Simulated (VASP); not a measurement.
# CaHg2S3 (Cmmm) in VASP: single point with PBEsol

Aim: the single point of CaHg2S3 with PBEsol.

All numbers are computed with VASP 6.6.1; they aren't measurements. Logs are shortened: lines on timing, memory, paths and dates and some standing lists are left out, and cuts for length are marked.

**1. The cell of the first run**

The structure is orthorhombic, space group Cmmm (No. 65). The conventional cell has a = 5.204 Å, b = 11.505 Å, c = 4.840 Å, α = 90.00°, β = 90.00°, γ = 90.00°. Within 3.7 Å of Ca (site symmetry mmm) lie 8 S at 2.83 to 3.55 Å. Within 3.4 Å of Hg (site symmetry 2/m) lie 2 Hg at 2.60 Å and 6 S at 3.16 to 3.26 Å. S (site symmetry m2m) has 3 S at 2.23 to 2.66 Å and 2 Ca at 2.83 Å within 3.0 Å. Within 3.5 Å of S (site symmetry mmm) lie 4 S at 2.66 Å and 4 Hg at 3.16 Å.

**2. Single point, PBEsol**

File INCAR:

```
PREC     = Accurate       # precision mode
ENCUT    = 520            # plane-wave cutoff, eV
EDIFF    = 1E-6           # SCF threshold, eV
ISMEAR   = -1             # smearing method
SIGMA    = 0.03           # smearing width, eV
LREAL    = False          # projectors in reciprocal space
LASPH    = True           # aspherical terms in the spheres
NELM     = 60             # most SCF steps
ALGO     = Normal         # electronic algorithm
ISIF     = 2              # what is computed and relaxed
LWAVE    = False          # write WAVECAR
LCHARG   = False          # write CHGCAR
GGA      = PS             # functional
NBANDS   = 35             # bands
```

File KPOINTS:

```
Automatic mesh
0
Gamma
  4 4 4
```

File POSCAR:

```
CaHg2S3
1.0
    2.6019303961     -5.7525916935      0.0000000000
    2.6019303961      5.7525916935      0.0000000000
    0.0000000000      0.0000000000      4.8401800830
Ca Hg S
1 2 3
Direct
    0.5000000000      0.5000000000      0.0000000000
    0.0000000000      0.5000000000      0.5000000000
    0.5000000000      0.0000000000      0.5000000000
    0.0969917309      0.9030082691      0.0000000000
    0.9030082691      0.0969917309      0.0000000000
    0.0000000000      0.0000000000      0.5000000000
```

Potentials or basis: VASP PAW PBE potentials, release 64 (Ca_sv, Hg, S).

Started as:

```sh
cat potpaw_PBE.64/Ca_sv/POTCAR potpaw_PBE.64/Hg/POTCAR potpaw_PBE.64/S/POTCAR > POTCAR
mpirun -np 1 vasp_std > vasp.out
```

OUTCAR:

```text
PREC = Accurate
   ENCUT = 520
   EDIFF = 1E-6
   ISMEAR = -1
   LREAL = False
   LASPH = True
   NELM = 60
   ISIF = 2
   GGA = PS

 ion  position               nearest neighbor table
   1  0.500  0.500  0.000-   4 2.83   5 2.83   4 2.83   5 2.83
   2  0.000  0.500  0.500-   3 2.60   3 2.60   6 3.16   6 3.16   4 3.26   5 3.26   5 3.26   4 3.26

   3  0.500  0.000  0.500-   2 2.60   2 2.60   6 3.16   6 3.16   4 3.26   5 3.26   5 3.26   4 3.26

   4  0.097  0.903  0.000-   5 2.23   6 2.66   6 2.66   1 2.83   1 2.83   2 3.26   3 3.26   2 3.26
                             3 3.26
   5  0.903  0.097  0.000-   4 2.23   6 2.66   6 2.66   1 2.83   1 2.83   2 3.26   3 3.26   2 3.26
                             3 3.26
   6  0.000  0.000  0.500-   4 2.66   5 2.66   4 2.66   5 2.66   2 3.16   3 3.16   2 3.16   3 3.16

  LATTYP: Found a base centered orthorhombic cell.
 ALAT       =     5.2038607922
 B/A-ratio  =     2.2108937665
 C/A-ratio  =     0.9301132902

  Lattice vectors:

 A1 = (   2.6019303961,  -5.7525916935,   0.0000000000)
 A2 = (   2.6019303961,   5.7525916935,   0.0000000000)
 A3 = (   0.0000000000,   0.0000000000,   4.8401800830)

Analysis of symmetry for initial positions (statically):
=====================================================================
 Subroutine PRICEL returns:
 Original cell was already a primitive cell.

 Routine SETGRP: Setting up the symmetry group for a
 base centered orthorhombic supercell.

 Subroutine GETGRP returns: Found  8 space group operations
 (whereof  8 operations were pure point group operations)
 out of a pool of  8 trial point group operations.

The static configuration has the point symmetry D_2h.

Analysis of symmetry for dynamics (positions and initial velocities):
=====================================================================
 Subroutine PRICEL returns:
 Original cell was already a primitive cell.

 Routine SETGRP: Setting up the symmetry group for a
 base centered orthorhombic supercell.

 Subroutine GETGRP returns: Found  8 space group operations
 (whereof  8 operations were pure point group operations)
 out of a pool of  8 trial point group operations.

The dynamic configuration has the point symmetry D_2h.

 Subroutine INISYM returns: Found  8 space group operations
 (whereof  8 operations are pure point group operations),
 and found     1 'primitive' translations

----------------------------------------------------------------------------------------

                                     Primitive cell

  volume of cell :     144.8941

  direct lattice vectors                    reciprocal lattice vectors
     2.601930396 -5.752591694  0.000000000     0.192165017 -0.086917346  0.000000000
     2.601930396  5.752591694  0.000000000     0.192165017  0.086917346  0.000000000
     0.000000000  0.000000000  4.840180083     0.000000000  0.000000000  0.206603883

  length of vectors
     6.313663990  6.313663990  4.840180083     0.210907607  0.210907607  0.206603883

  position of ions in fractional coordinates (direct lattice)
     0.500000000  0.500000000  0.000000000
     0.000000000  0.500000000  0.500000000
     0.500000000  0.000000000  0.500000000
     0.096991731  0.903008269  0.000000000
     0.903008269  0.096991731  0.000000000
     0.000000000  0.000000000  0.500000000

  ion indices of the primitive-cell ions
   primitive index   ion index
                 1           1
                 2           2
                 3           3
                 4           4
                 5           5
                 6           6

----------------------------------------------------------------------------------------

 KPOINTS: Automatic mesh

Automatic generation of k-mesh.
 Grid dimensions read from file:
 generate k-points for:    4    4    4

 Generating k-lattice:

  Cartesian coordinates                     Fractional coordinates (reciprocal lattice)
     0.048041254 -0.021729336  0.000000000     0.250000000  0.000000000  0.000000000
     0.048041254  0.021729336  0.000000000     0.000000000  0.250000000  0.000000000
     0.000000000  0.000000000  0.051650971     0.000000000  0.000000000  0.250000000

  Length of vectors
     0.052726902  0.052726902  0.051650971

  Shift w.r.t. Gamma in fractional coordinates (k-lattice)
     0.000000000  0.000000000  0.000000000

 Subroutine IBZKPT returns following result:
 ===========================================

 Found     21 irreducible k-points:

 Following reciprocal coordinates:
            Coordinates               Weight
  0.000000  0.000000  0.000000      1.000000
  0.250000  0.000000  0.000000      4.000000
  0.500000  0.000000  0.000000      2.000000
  0.250000  0.250000  0.000000      2.000000
  0.500000  0.250000  0.000000      4.000000
 -0.250000  0.250000  0.000000      2.000000
[... 13 lines left out ...]
 -0.250000  0.250000  0.500000      2.000000
  0.500000  0.500000  0.500000      1.000000
   k-points           NKPTS =     21   k-points in BZ     NKDIM =     21   number of bands    NBANDS=     35
   number of dos      NEDOS =    301   number of ions     NIONS =      6
   total plane-waves  NPLWV =  82944
   dimension x,y,z NGX =    48 NGY =   48 NGZ =   36
   dimension x,y,z NGXF=    96 NGYF=   96 NGZF=   72
   ions per type =               1   2   3
   NGX,Y,Z   is equivalent  to a cutoff of  12.64, 12.64, 12.36 a.u.
   NGXF,Y,Z  is equivalent  to a cutoff of  25.28, 25.28, 24.73 a.u.
 SYSTEM =  unknown system
   PREC   = accura    normal or accurate (medium, high low for compatibility)
   ISTART =      0    job   : 0-new  1-cont  2-samecut
   ICHARG =      2    charge: 1-file 2-atom 10-const
   ISPIN  =      1    spin polarized calculation?
   LNONCOLLINEAR =      F non collinear calculations
   LSORBIT =      F    spin-orbit coupling
   LASPH  =      T    aspherical Exc in radial PAW
   ENCUT  =  520.0 eV  38.22 Ry    6.18 a.u.  11.74 11.74  9.00*2*pi/ulx,y,z
   NELM   =     60;   NELMIN=  2; NELMDL= -5     # of ELM steps
   EDIFF  = 0.1E-05   stopping-criterion for ELM
   LREAL  =      F    real-space projection
   EDIFFG = 0.1E-04   stopping-criterion for IOM
   NSW    =      0    number of steps for IOM
   IBRION =     -1    ionic relax: 0-MD 1-quasi-New 2-CG
   NFREE  =      0    steps in history (QN), initial steepest desc. (CG)
   ISIF   =      2    stress and relaxation
   ISYM   =      2    0-nonsym 1-usesym 2-fastsym
   POTIM  = 0.5000    time-step for ionic-motion
   TEBEG  =    0.0;   TEEND  =   0.0 temperature during run
   PSTRESS=    0.0 pullay stress
   NELECT =      52.0000    total number of electrons
   NUPDOWN=      -1.0000    fix difference up-down
   EMIN   =  10.00;   EMAX   =-10.00  energy-range for DOS
   EFERMI =   0.00;   METHOD = LEGACY
   ISMEAR =    -1;   SIGMA  =   0.03  broadening in eV -4-tet -1-fermi 0-gaus
   EFERMI_NEDOS =   21; number of points for ismear=-14 and -15
   IALGO  =     38    algorithm
   IMIX   =      4    mixing-type and parameters
     AMIX     =   0.40;   BMIX     =  1.00
     AMIX_MAG =   1.60;   BMIX_MAG =  1.00
  volume/ion in A,a.u.               =      24.15       162.97
  Fermi-wavevector in a.u.,A,eV,Ry     =   1.163391  2.198490 18.415194  1.353479
  Thomas-Fermi vector in A             =   2.299941
   LORBIT       =      0    0 simple, 1 ext, 2 COOP (PROOUT), +10 PAW based schemes
   GGA     = PS    functional components
   LHFCALC =     F    Hartree Fock is set to
   AEXX    =    0.0000 exact exchange contribution
   IVDW    =     0    specifies the selected vdW correction
   LEPSILON=     F    determine dielectric tensor
   LRPA    =     F    only Hartree local field effects (RPA)
 non-spin polarized calculation
  energy-cutoff  :      520.00
  volume of cell :      144.89
 maximum number of plane-waves:      3918
 NGX is ok and might be reduce to    48
   NGX = 23   NGY = 23   NGZ = 17

 number of electron      52.0000001 magnetization

 Free energy of the ion-electron system (eV)
  ---------------------------------------------------
  ext. energy  EPLUGINS =         0.00000000
  ---------------------------------------------------
  free energy    TOTEN  =       -17.68572103 eV

  energy without entropy =      -17.68120957  energy(sigma->0) =      -17.68346530

 E-fermi :   3.5811     XC(G=0):  -9.6633

 val. band max:        3.5534781229   @ k =  -0.2500   0.2500   0.5000
 cond. band min:       3.6418541757   @ k =   0.5000   0.0000   0.5000
 fundamental gap:      0.0883760528
 Fermi energy:         3.5810935852

 k-point     1 :       0.0000    0.0000    0.0000
  band No.  band energies     occupation
      1     -38.1704      2.00000
      2     -19.2958      2.00000
      3     -19.2553      2.00000
      4     -19.2055      2.00000
      5     -12.1059      2.00000
      6      -8.1707      2.00000
[... 27 lines left out ...]
     34       7.4142      0.00000
     35       7.5200      0.00000

 k-point     2 :       0.2500    0.0000    0.0000
  band No.  band energies     occupation
      1     -38.1702      2.00000
      2     -19.2954      2.00000
      3     -19.2541      2.00000
      4     -19.2239      2.00000
      5     -12.0042      2.00000
      6      -8.2632      2.00000
[... 27 lines left out ...]
     34       7.7099      0.00000
     35       7.7410      0.00000

 k-point     3 :       0.5000    0.0000    0.0000
  band No.  band energies     occupation
      1     -38.1701      2.00000
      2     -19.2950      2.00000
      3     -19.2530      2.00000
      4     -19.2421      2.00000
      5     -11.8992      2.00000
      6      -8.3502      2.00000
[... 27 lines left out ...]
     34       7.1543      0.00000
     35       7.2790      0.00000
[... 609 lines left out ...]
 k-point    20 :      -0.2500    0.2500    0.5000
  band No.  band energies     occupation
      1     -38.1702      2.00000
      2     -19.3027      2.00000
      3     -19.2550      2.00000
      4     -19.2047      2.00000
      5     -11.5735      2.00000
      6      -9.3111      2.00000
[... 27 lines left out ...]
     34       7.0821      0.00000
     35       7.2310      0.00000

 k-point    21 :       0.5000    0.5000    0.5000
  band No.  band energies     occupation
      1     -38.1702      2.00000
      2     -19.3026      2.00000
      3     -19.2552      2.00000
      4     -19.2047      2.00000
      5     -11.5630      2.00000
      6      -9.2581      2.00000
[... 27 lines left out ...]
     34       7.1908      0.00000
     35       7.2070      0.00000

------------------------ aborting loop because EDIFF is reached ----------------------------------------

  FORCE on cell =-STRESS in cart. coord.  units (eV):
  Direction    XX          YY          ZZ          XY          YZ          ZX
  --------------------------------------------------------------------------------------
  -------------------------------------------------------------------------------------
  Total        0.7030154     -0.0455300      0.0713296     -0.0000000      0.0000000      0.0000000
  in kB        7.7736444     -0.5034515      0.7887326     -0.0000000      0.0000000      0.0000000
  external PRESSURE =       2.6863085 kB  Pullay stress =       0.0000000 kB

 VOLUME and BASIS-vectors are now :
 -----------------------------------------------------------------------------
  energy-cutoff  :      520.00
  volume of cell :      144.89
      direct lattice vectors                 reciprocal lattice vectors
     2.601930396 -5.752591694  0.000000000     0.192165017 -0.086917346  0.000000000
     2.601930396  5.752591694  0.000000000     0.192165017  0.086917346  0.000000000
     0.000000000  0.000000000  4.840180083     0.000000000  0.000000000  0.206603883

 POSITION                                       TOTAL-FORCE (eV/Angst)
 -----------------------------------------------------------------------------------
      2.60193      0.00000      0.00000        -0.000000      0.000000      0.000000
      1.30097      2.87630      2.42009         0.000000      0.000000      0.000000
      1.30097     -2.87630      2.42009         0.000000      0.000000      0.000000
      2.60193      4.63668      0.00000         0.000000      0.054232      0.000000
      2.60193     -4.63668      0.00000         0.000000     -0.054232     -0.000000
      0.00000      0.00000      2.42009         0.000000      0.000000      0.000000
 -----------------------------------------------------------------------------------
    total drift:                                0.000000      0.000000     -0.000000

  FREE ENERGIE OF THE ION-ELECTRON SYSTEM (eV)
  ---------------------------------------------------
  free  energy   TOTEN  =       -17.6857210275 eV

  energy  without entropy=      -17.6812095670  energy(sigma->0) =      -17.68346530
```

Run time: 2 min. Hardware: 1 thread of Intel Xeon Platinum 8259CL at 2.50GHz (Skylake/Cascade Lake), shared host; peak memory 0.33 GiB.

Results:

| Quantity | Value |
| --- | --- |
| Free energy | -17.6857 eV |
| Pressure | 0.3 GPa |
| Largest force | 0.054 eV/Å |
| Band gap on the k mesh | zero (band 26 reaches 4.03 eV, above the bottom of band 27 at 3.39 eV) |

Forces on the atoms (eV/Å):
```
Ca   0.000  0.000  0.000
Hg   0.000  0.000  0.000
Hg   0.000  0.000  0.000
S    0.000  0.054  0.000
S    0.000 -0.054  0.000
S    0.000  0.000  0.000
```

Levels at points of the mesh, in eV from the Fermi level:
| k point | band 24 | band 25 | band 26 | band 27 | band 28 | band 29 |
| --- | --- | --- | --- | --- | --- | --- |
| (0.00, 0.00, 0.00) | -1.81 | -1.44 | -0.06 | 0.92 | 1.60 | 1.62 |
| (0.50, 0.00, 0.00) | -2.15 | -1.42 | -1.42 | 1.52 | 1.71 | 2.41 |
| (0.50, 0.50, 0.00) | -1.32 | -1.31 | -0.87 | 1.91 | 1.99 | 2.02 |
| (0.00, 0.00, 0.50) | -1.99 | -1.59 | 0.45 | 1.22 | 1.22 | 1.37 |
| (0.50, 0.00, 0.50) | -2.20 | -1.34 | -1.26 | 0.06 | 1.32 | 2.02 |
| (0.50, 0.50, 0.50) | -1.59 | -1.38 | -0.87 | 0.24 | 1.37 | 1.87 |

Caveat: the PAW data sets were made with another functional, which shifts forces and pressure a little; spin-orbit coupling is left out, which moves the levels of the heavy elements.
